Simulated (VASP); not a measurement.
# TePt3 (Im-3m) in VASP: further runs, part 2 of 3

VASP 6.6.1.

## Step 3: Single point, PBE

This run uses another cell than the first one, of 21.08 Å³/atom, 1.086 times its volume.

Contents of INCAR:

```
SYSTEM = TePt3
  PREC = Accurate
  ENCUT = 520
  EDIFF = 1E-6
  ISMEAR = 0
  SIGMA = 0.1
  LREAL = .False.
  LASPH = .True.
  NELM = 60
  ALGO = Fast
  ISIF = 2
  LWAVE = .False.
  LCHARG = .False.
  GGA = PE
  NBANDS = 26
```

Contents of KPOINTS:

```
regular mesh
0
Gamma
  4 4 4
  0 0 0
```

Contents of POSCAR:

```
TePt3
1.0
   -2.7626284700      2.7626284700      2.7626284700
    2.7626284700     -2.7626284700      2.7626284700
    2.7626284700      2.7626284700     -2.7626284700
Te Pt
1 3
Direct
    0.0000000000      0.0000000000      0.0000000000
    0.0000000000      0.5000000000      0.5000000000
    0.5000000000      0.0000000000      0.5000000000
    0.5000000000      0.5000000000      0.0000000000
```

Potentials or basis: VASP PAW PBE potentials, release 64 (Te, Pt).

On the command line:

```sh
cat potpaw_PBE.64/Te/POTCAR potpaw_PBE.64/Pt/POTCAR > POTCAR
mpirun -np 1 vasp_std > vasp.out
```

OUTCAR:

```text
SYSTEM = TePt3
   PREC = Accurate
   ENCUT = 520
   EDIFF = 1E-6
   ISMEAR = 0
   LREAL = .False.
   LASPH = .True.
   NELM = 60
   ISIF = 2
   GGA = PE

 ion  position               nearest neighbor table
   1  0.000  0.000  0.000-   2 2.76   3 2.76   4 2.76   2 2.76   3 2.76   4 2.76
   2  0.000  0.500  0.500-   1 2.76   3 2.76   4 2.76   1 2.76   4 2.76   3 2.76
   3  0.500  0.000  0.500-   1 2.76   2 2.76   4 2.76   4 2.76   1 2.76   2 2.76
   4  0.500  0.500  0.000-   1 2.76   2 2.76   3 2.76   3 2.76   2 2.76   1 2.76

  LATTYP: Found a body centered cubic cell.
 ALAT       =     5.5252569400

  Lattice vectors:

 A1 = (  -2.7626284700,   2.7626284700,   2.7626284700)
 A2 = (   2.7626284700,  -2.7626284700,   2.7626284700)
 A3 = (   2.7626284700,   2.7626284700,  -2.7626284700)

Analysis of symmetry for initial positions (statically):
=====================================================================
 Subroutine PRICEL returns:
 Original cell was already a primitive cell.

 Routine SETGRP: Setting up the symmetry group for a
 body centered cubic supercell.

 Subroutine GETGRP returns: Found 48 space group operations
 (whereof 48 operations were pure point group operations)
 out of a pool of 48 trial point group operations.

The static configuration has the point symmetry O_h .

Analysis of symmetry for dynamics (positions and initial velocities):
=====================================================================
 Subroutine PRICEL returns:
 Original cell was already a primitive cell.

 Routine SETGRP: Setting up the symmetry group for a
 body centered cubic supercell.

 Subroutine GETGRP returns: Found 48 space group operations
 (whereof 48 operations were pure point group operations)
 out of a pool of 48 trial point group operations.

The dynamic configuration has the point symmetry O_h .

 Subroutine INISYM returns: Found 48 space group operations
 (whereof 48 operations are pure point group operations),
 and found     1 'primitive' translations

----------------------------------------------------------------------------------------

                                     Primitive cell

  volume of cell :      84.3388

  direct lattice vectors                    reciprocal lattice vectors
    -2.762628470  2.762628470  2.762628470     0.000000000  0.180987058  0.180987058
     2.762628470 -2.762628470  2.762628470     0.180987058  0.000000000  0.180987058
     2.762628470  2.762628470 -2.762628470     0.180987058  0.180987058  0.000000000

  length of vectors
     4.785012872  4.785012872  4.785012872     0.255954352  0.255954352  0.255954352

  position of ions in fractional coordinates (direct lattice)
     0.000000000  0.000000000  0.000000000
     0.000000000  0.500000000  0.500000000
     0.500000000  0.000000000  0.500000000
     0.500000000  0.500000000  0.000000000

  ion indices of the primitive-cell ions
   primitive index   ion index
                 1           1
                 2           2
                 3           3
                 4           4

----------------------------------------------------------------------------------------

 KPOINTS: regular mesh

Automatic generation of k-mesh.
 Grid dimensions read from file:
 generate k-points for:    4    4    4

 Generating k-lattice:

  Cartesian coordinates                     Fractional coordinates (reciprocal lattice)
     0.000000000  0.045246765  0.045246765     0.250000000  0.000000000  0.000000000
     0.045246765  0.000000000  0.045246765     0.000000000  0.250000000  0.000000000
     0.045246765  0.045246765  0.000000000     0.000000000  0.000000000  0.250000000

  Length of vectors
     0.063988588  0.063988588  0.063988588

  Shift w.r.t. Gamma in fractional coordinates (k-lattice)
     0.000000000  0.000000000  0.000000000

 Subroutine IBZKPT returns following result:
 ===========================================

 Found      8 irreducible k-points:

 Following reciprocal coordinates:
            Coordinates               Weight
  0.000000  0.000000  0.000000      1.000000
  0.250000  0.000000  0.000000     12.000000
  0.500000  0.000000  0.000000      6.000000
  0.250000  0.250000  0.000000     24.000000
  0.250000  0.250000  0.250000      2.000000
 -0.250000  0.250000  0.250000      6.000000
  0.500000  0.500000  0.250000     12.000000
  0.500000  0.500000  0.500000      1.000000
   k-points           NKPTS =      8   k-points in BZ     NKDIM =      8   number of bands    NBANDS=     26
   number of dos      NEDOS =    301   number of ions     NIONS =      4
   total plane-waves  NPLWV =  46656
   dimension x,y,z NGX =    36 NGY =   36 NGZ =   36
   dimension x,y,z NGXF=    72 NGYF=   72 NGZF=   72
   ions per type =               1   3
   NGX,Y,Z   is equivalent  to a cutoff of  12.51, 12.51, 12.51 a.u.
   NGXF,Y,Z  is equivalent  to a cutoff of  25.01, 25.01, 25.01 a.u.
 SYSTEM =  TePt3
   PREC   = accura    normal or accurate (medium, high low for compatibility)
   ISTART =      0    job   : 0-new  1-cont  2-samecut
   ICHARG =      2    charge: 1-file 2-atom 10-const
   ISPIN  =      1    spin polarized calculation?
   LNONCOLLINEAR =      F non collinear calculations
   LSORBIT =      F    spin-orbit coupling
   LASPH  =      T    aspherical Exc in radial PAW
   ENCUT  =  520.0 eV  38.22 Ry    6.18 a.u.   8.90  8.90  8.90*2*pi/ulx,y,z
   NELM   =     60;   NELMIN=  2; NELMDL= -5     # of ELM steps
   EDIFF  = 0.1E-05   stopping-criterion for ELM
   LREAL  =      F    real-space projection
   EDIFFG = 0.1E-04   stopping-criterion for IOM
   NSW    =      0    number of steps for IOM
   IBRION =     -1    ionic relax: 0-MD 1-quasi-New 2-CG
   NFREE  =      0    steps in history (QN), initial steepest desc. (CG)
   ISIF   =      2    stress and relaxation
   ISYM   =      2    0-nonsym 1-usesym 2-fastsym
   POTIM  = 0.5000    time-step for ionic-motion
   TEBEG  =    0.0;   TEEND  =   0.0 temperature during run
   PSTRESS=    0.0 pullay stress
   NELECT =      36.0000    total number of electrons
   NUPDOWN=      -1.0000    fix difference up-down
   EMIN   =  10.00;   EMAX   =-10.00  energy-range for DOS
   EFERMI =   0.00;   METHOD = LEGACY
   ISMEAR =     0;   SIGMA  =   0.10  broadening in eV -4-tet -1-fermi 0-gaus
   EFERMI_NEDOS =   21; number of points for ismear=-14 and -15
   IALGO  =     68    algorithm
   IMIX   =      4    mixing-type and parameters
     AMIX     =   0.40;   BMIX     =  1.00
     AMIX_MAG =   1.60;   BMIX_MAG =  1.00
  volume/ion in A,a.u.               =      21.08       142.29
  Fermi-wavevector in a.u.,A,eV,Ry     =   1.232631  2.329335 20.672418  1.519380
  Thomas-Fermi vector in A             =   2.367394
   LORBIT       =      0    0 simple, 1 ext, 2 COOP (PROOUT), +10 PAW based schemes
   GGA     = PE    functional components
   LHFCALC =     F    Hartree Fock is set to
   AEXX    =    0.0000 exact exchange contribution
   IVDW    =     0    specifies the selected vdW correction
   LEPSILON=     F    determine dielectric tensor
   LRPA    =     F    only Hartree local field effects (RPA)
 non-spin polarized calculation
 RMM-DIIS sequential band-by-band and
 Gauss-broadening in eV      SIGMA  =   0.10
  energy-cutoff  :      520.00
  volume of cell :       84.34
 maximum number of plane-waves:      2316
   NGX = 17   NGY = 17   NGZ = 17

 number of electron      36.0000010 magnetization

 Free energy of the ion-electron system (eV)
  ---------------------------------------------------
  ext. energy  EPLUGINS =         0.00000000
  ---------------------------------------------------
  free energy    TOTEN  =       -21.31880826 eV

  energy without entropy =      -21.29292201  energy(sigma->0) =      -21.30586513

 E-fermi :   7.4990     XC(G=0): -11.3792

 val. band max:        7.4486259813   @ k =   0.2500   0.2500   0.0000
 cond. band min:       7.5344411996   @ k =   0.2500   0.0000   0.0000
 fundamental gap:      0.0858152183
 Fermi energy:         7.4989845625

 k-point     1 :       0.0000    0.0000    0.0000
  band No.  band energies     occupation
      1      -4.9029      2.00000
      2       2.4001      2.00000
      3       3.3492      2.00000
      4       3.3492      2.00000
      5       3.4273      2.00000
      6       3.4273      2.00000
[... 221 lines left out ...]
     25      16.8561      0.00000
     26      16.9512      0.00000

------------------------ aborting loop because EDIFF is reached ----------------------------------------

  FORCE on cell =-STRESS in cart. coord.  units (eV):
  Direction    XX          YY          ZZ          XY          YZ          ZX
  --------------------------------------------------------------------------------------
  -------------------------------------------------------------------------------------
  Total       -5.6791361     -5.6791361     -5.6791361      0.0000000      0.0000000     -0.0000000
  in kB     -107.8860815   -107.8860815   -107.8860815      0.0000000      0.0000000     -0.0000000
  external PRESSURE =    -107.8860815 kB  Pullay stress =       0.0000000 kB

 VOLUME and BASIS-vectors are now :
 -----------------------------------------------------------------------------
  energy-cutoff  :      520.00
  volume of cell :       84.34
      direct lattice vectors                 reciprocal lattice vectors
    -2.762628470  2.762628470  2.762628470     0.000000000  0.180987058  0.180987058
     2.762628470 -2.762628470  2.762628470     0.180987058  0.000000000  0.180987058
     2.762628470  2.762628470 -2.762628470     0.180987058  0.180987058  0.000000000

 POSITION                                       TOTAL-FORCE (eV/Angst)
 -----------------------------------------------------------------------------------
      0.00000      0.00000      0.00000         0.000000     -0.000000     -0.000000
      2.76263      0.00000      0.00000         0.000000      0.000000      0.000000
      0.00000      2.76263      0.00000        -0.000000     -0.000000      0.000000
      0.00000      0.00000      2.76263         0.000000      0.000000     -0.000000
 -----------------------------------------------------------------------------------
    total drift:                                0.000000      0.000000     -0.000000

  FREE ENERGIE OF THE ION-ELECTRON SYSTEM (eV)
  ---------------------------------------------------
  free  energy   TOTEN  =       -21.3188082606 eV

  energy  without entropy=      -21.2929220092  energy(sigma->0) =      -21.30586513
```

OSZICAR:

```text
N       E                     dE             d eps       ncg     rms          rms(c)
DAV:   1     0.190998140510E+03    0.19100E+03   -0.16724E+04   416   0.124E+03
DAV:   2    -0.151177379447E+02   -0.20612E+03   -0.19354E+03   498   0.257E+02
DAV:   3    -0.218991126649E+02   -0.67814E+01   -0.66015E+01   458   0.425E+01
DAV:   4    -0.219806567548E+02   -0.81544E-01   -0.81234E-01   472   0.502E+00
DAV:   5    -0.219815898144E+02   -0.93306E-03   -0.93303E-03   446   0.611E-01    0.128E+01
RMM:   6    -0.213860522361E+02    0.59554E+00   -0.13021E+00   416   0.664E+00    0.697E+00
RMM:   7    -0.213193609851E+02    0.66691E-01   -0.16998E-01   420   0.200E+00    0.323E+00
RMM:   8    -0.213203715402E+02   -0.10106E-02   -0.34517E-02   427   0.905E-01    0.820E-01
RMM:   9    -0.213188505503E+02    0.15210E-02   -0.75669E-03   427   0.427E-01    0.119E-01
RMM:  10    -0.213188036938E+02    0.46857E-04   -0.73373E-04   451   0.136E-01    0.103E-01
RMM:  11    -0.213188094493E+02   -0.57555E-05   -0.95419E-05   447   0.521E-02    0.470E-02
RMM:  12    -0.213188078427E+02    0.16066E-05   -0.27711E-05   452   0.270E-02    0.153E-02
RMM:  13    -0.213188082606E+02   -0.41784E-06   -0.58909E-06   387   0.123E-02
   1 F= -.21318808E+02 E0= -.21305865E+02  d E =-.258863E-01
```

Wall time 40 s (1 thread of AMD EPYC 7R43 (Zen 3), shared host); peak memory 0.16 GiB.

What came out:

- Free energy: -21.3188 eV
- Pressure: -10.8 GPa
- Band gap on the k mesh: zero (band 18 reaches 7.53 eV, above the bottom of band 19 at 6.34 eV)

Caveat: the k points lie up to 0.40 Å⁻¹ apart; spin-orbit coupling is left out, which moves the levels of the heavy elements.

## Step 4: Relaxation of cell and atoms, PBE

This run uses another cell than the first one, of 21.08 Å³/atom, 1.086 times its volume.

Contents of INCAR:

```
SYSTEM = TePt3
  PREC = Accurate
  ENCUT = 600
  EDIFF = 1E-7
  ISMEAR = 0
  SIGMA = 0.1
  LREAL = .FALSE.
  LASPH = .TRUE.
  NELM = 80
  ALGO = Normal
  ISIF = 3
  LWAVE = .FALSE.
  LCHARG = .FALSE.
  GGA = PE
  IBRION = 2
  NSW = 90
  EDIFFG = -0.04
```

Contents of KPOINTS:

```
Automatic mesh
0
G
  4 4 4
  0 0 0
```

POSCAR is that of step 3.

On the command line:

```sh
cat potpaw_PBE.64/Te/POTCAR potpaw_PBE.64/Pt/POTCAR > POTCAR
mpirun -np 1 vasp_std > vasp.out
```

It took 3 min on 1 thread of AMD EPYC 7R43 (Zen 3), shared host; peak memory 0.2 GiB.

Results (log left out):

| Property | Result |
| --- | --- |
| Free energy | -21.5725 eV |
| Relaxed volume | 19.37 Å³/atom |
| Relaxed cell | a = 4.651 Å, b = 4.651 Å, c = 4.651 Å, α = 109.47°, β = 109.47°, γ = 109.47° |
| Space group after relaxing (to 0.05 Å) | Im-3m (No. 229) |
| Energy gained by relaxing | 63.4 meV/atom |
| Ionic steps | 4 |
| Pressure after relaxing | -0.1 GPa |
| Band gap on the k mesh | zero (band 18 reaches 8.78 eV, above the bottom of band 19 at 7.44 eV) |

The path:
| step | energy change (eV) | largest force (eV/Å) | pressure (GPa) | volume (Å³) |
| --- | --- | --- | --- | --- |
| 1 | 0.0000 | 0.0000 | -10.72 | 84.34 |
| 2 | 0.4254 | 0.0000 | 26.83 | 68.26 |
| 3 | -0.2533 | 0.0000 | -0.46 | 77.65 |
| 4 | -0.2537 | 0.0000 | -0.09 | 77.47 |

Final structure:
```
CELL_PARAMETERS angstrom
-2.68545 2.68545 2.68545
2.68545 -2.68545 2.68545
2.68545 2.68545 -2.68545
ATOMIC_POSITIONS crystal
Te 0.00000 0.00000 0.00000
Pt 0.00000 0.50000 0.50000
Pt 0.50000 0.00000 0.50000
Pt 0.50000 0.50000 0.00000
```

Levels at points of the mesh, in eV from the Fermi level:
```tsv
k point	band 15	band 16	band 17	band 18	band 19	band 20	band 21	band 22
(0.00, 0.00, 0.00)	-1.37	-0.24	-0.24	-0.24	1.12	1.83	4.03	4.03
(0.50, 0.00, 0.00)	-1.34	-1.01	-0.99	-0.53	-0.29	2.91	3.57	6.26
(0.50, 0.50, 0.50)	-1.73	-0.28	-0.28	-0.28	0.44	3.02	3.02	5.18
```

Caveat: the k points lie up to 0.41 Å⁻¹ apart in the final cell; spin-orbit coupling is left out, which moves the levels of the heavy elements.

## Step 5: Single point, PBE

This run uses another cell than the first one, of 19.26 Å³/atom, 0.992 times its volume.

Contents of INCAR:

```
SYSTEM = TePt3
  ALGO = Fast
  EDIFF = 1E-6
  ENCUT = 520
  GGA = PE
  ISIF = 2
  ISMEAR = 0
  LASPH = .TRUE.
  LCHARG = .FALSE.
  LREAL = .FALSE.
  LWAVE = .FALSE.
  NBANDS = 26
  NELM = 80
  PREC = Accurate
  SIGMA = 0.1
```

Contents of KPOINTS:

```
k-points
0
G
  12 12 12
  0 0 0
```

Contents of POSCAR:

```
TePt3
1.0
   -2.6804384058      2.6804384058      2.6804384058
    2.6804384058     -2.6804384058      2.6804384058
    2.6804384058      2.6804384058     -2.6804384058
Te Pt
1 3
Direct
    0.0000000000      0.0000000000      0.0000000000
    0.0000000000      0.5000000000      0.5000000000
    0.5000000000      0.0000000000      0.5000000000
    0.5000000000      0.5000000000      0.0000000000
```

On the command line:

```sh
cat potpaw_PBE.64/Te/POTCAR potpaw_PBE.64/Pt/POTCAR > POTCAR
mpirun -np 1 vasp_std > vasp.out
```

Run time: 4.3 min. Hardware: 1 thread of AMD EPYC 7R43 (Zen 3), shared host; peak memory 0.25 GiB.

The run converged. Its results:

- Free energy: -21.5600 eV
- Pressure: -0.3 GPa
- Band gap on the k mesh: zero (band 18 reaches 9.09 eV, above the bottom of band 19 at 7.53 eV)

Levels at points of the mesh, in eV from the Fermi level:
```csv
k point,band 15,band 16,band 17,band 18,band 19,band 20,band 21,band 22
"(0.00, 0.00, 0.00)",-1.39,-0.22,-0.22,-0.22,1.09,1.89,4.05,4.05
"(0.50, 0.00, 0.00)",-1.34,-1.06,-1.00,-0.52,-0.33,2.90,3.58,6.24
"(0.50, 0.50, 0.50)",-1.75,-0.26,-0.26,-0.26,0.41,3.08,3.08,5.17
```

Caveat: spin-orbit coupling is left out, which moves the levels of the heavy elements.

[end of part 2 of 3]
